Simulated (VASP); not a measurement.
**Cu3Re: single point with PBE**

The system is Cu3Re.

```
CELL_PARAMETERS angstrom
3.72053 0.00000 0.00000
0.00000 3.72053 0.00000
0.00000 0.00000 3.72053
ATOMIC_POSITIONS crystal
Cu 0.00000 0.50000 0.50000
Cu 0.50000 0.00000 0.50000
Cu 0.50000 0.50000 0.00000
Re 0.00000 0.00000 0.00000
```

```yaml
Program: VASP 6.6.1
Task: single point
Functional: PBE
Potentials_or_basis: VASP PAW PBE potentials, release 64 (Cu, Re)
Cutoff: 520 eV
k_mesh: 6 × 6 × 6
Occupations: gaussian, width 0.1 eV
Spin: no spin polarisation
Dipole_correction: no
Further_INCAR_settings: ALGO = Normal; EDIFF = 1e-06; NBANDS = 28
```

* Pressure: -0.8 GPa
* Band gap on the k mesh: zero (bands 20 and 21 overlap by 1.79 eV)

Levels at points of the mesh, in eV from the Fermi level:
```tsv
k point	band 16	band 17	band 18	band 19	band 20	band 21	band 22	band 23	band 24	band 25
(0.00, 0.00, 0.00)	-1.31	0.30	0.30	1.62	1.62	1.62	2.14	2.14	2.14	7.94
(0.50, 0.00, 0.00)	-1.72	-1.31	-0.78	-0.78	-0.24	0.65	1.49	6.93	6.93	7.49
(0.50, 0.50, 0.00)	-2.18	-1.93	-0.29	-0.29	-0.08	-0.08	0.63	2.31	3.57	9.08
(0.50, 0.50, 0.50)	-0.62	-0.12	-0.12	-0.12	-0.08	-0.08	-0.08	1.43	1.43	4.78
```

Wall time 19 s on 1 thread of AMD EPYC 9R45 96-Core Processor (Zen 5) (shared host), peak memory 0.14 GiB.

Caveat: spin-orbit coupling is left out, which moves the levels of the heavy elements.
